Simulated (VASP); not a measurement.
A run of VASP 6.6.1:

File INCAR:

```
SYSTEM = TiN
ALGO = Normal ; EDIFF = 1E-6
ENCUT = 520 ; GGA = CA
ISIF = 2 ; ISMEAR = -1
LASPH = .True. ; LCHARG = .True.
LELF = .True. ; LREAL = .False.
LVHAR = .True. ; LWAVE = .False.
NBANDS = 16 ; NELM = 80
PREC = Accurate ; SIGMA = 0.15
```

Contents of KPOINTS:

```
k-points
0
Gamma
  9 9 9
  0 0 0
```

POSCAR

```
TiN
1.0
    0.0000000000      2.1560205666      2.1560205666
    2.1560205666      0.0000000000      2.1560205666
    2.1560205666      2.1560205666      0.0000000000
Ti N
1 1
Direct
    0.0000000000      0.0000000000      0.0000000000
    0.5000000000      0.5000000000      0.5000000000
```

Potentials or basis: VASP PAW LDA potentials, release 64 (Ti_sv, N).

Launch:

```bash
$ cat potpaw_LDA.64/Ti_sv/POTCAR potpaw_LDA.64/N/POTCAR > POTCAR
$ mpirun -np 1 vasp_std > vasp.out
```

Hardware: 1 thread of Intel(R) Xeon(R) Platinum 8375C CPU @ 2.90GHz (Ice Lake), with other jobs on the host.

Q: How long does it take, and how much memory?

A: Run time: 11 s on 1 thread of Intel(R) Xeon(R) Platinum 8375C CPU @ 2.90GHz (Ice Lake) (shared host), peak memory 0.13 GiB. Counts: scf iterations 15, k points 35.
